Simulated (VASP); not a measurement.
Input of a VASP 6.6.1 run:

The input INCAR:

```
SYSTEM = MnO
  PREC = Accurate
  ENCUT = 520
  EDIFF = 1E-7
  ISMEAR = 0
  SIGMA = 0.05
  LREAL = .FALSE.
  LASPH = .TRUE.
  NELM = 150
  ALGO = Normal
  ISIF = 2
  LWAVE = .FALSE.
  LCHARG = .FALSE.
  ISPIN = 2
  MAGMOM = 4.79 -4.79 0 0
  LORBIT = 11
  LMAXMIX = 4
  LDAU = .TRUE.
  LDAUTYPE = 2
  LDAUL = 2 -1
  LDAUU = 3.9 0
  LDAUJ = 0 0
  LDAUPRINT = 1
  GGA = PE
  NBANDS = 31
```

The input KPOINTS:

```
regular mesh
0
G
  12 12 6
  0 0 0
```

POSCAR

```
MnO
1.0
    0.0000000000      2.3382228923      2.3382228923
    2.3382228923      0.0000000000      2.3382228923
    4.6338615268      4.6338615268      0.0425842577
Mn O
2 2
Direct
    0.0000000000      0.0000000000      0.0000000000
    0.0000000000      0.0000000000      0.5000000000
    0.5000000005      0.5000000005      0.2499999992
    0.4999999995      0.4999999995      0.7500000008
```

Potentials or basis: VASP PAW PBE potentials, release 64 (Mn_pv, O).

Launch:

```sh
$ cat potpaw_PBE.64/Mn_pv/POTCAR potpaw_PBE.64/O/POTCAR > POTCAR
$ mpirun -np 1 vasp_std > vasp.out
```

Question: Predict the band gap on the k mesh.

Answer: 1.30 eV.

Question: Predict the site moments.

Answer: Mn +4.61, -4.61; O +0.00 μB.

Question: What does it give for the pressure?

Answer: -12.0 GPa.

Eigenvalues of the final occupation matrices:
```
    site  spin  trace               eigenvalues
site 1 d     1   4.75  0.94 0.94 0.94 0.97 0.97
site 1 d     2   0.17  0.02 0.02 0.02 0.06 0.06
site 2 d     1   0.17  0.02 0.02 0.02 0.06 0.06
site 2 d     2   4.75  0.94 0.94 0.94 0.97 0.97
```

Caveat: the cell stands under tension. The state reached can hang on the start; a lower one may exist.
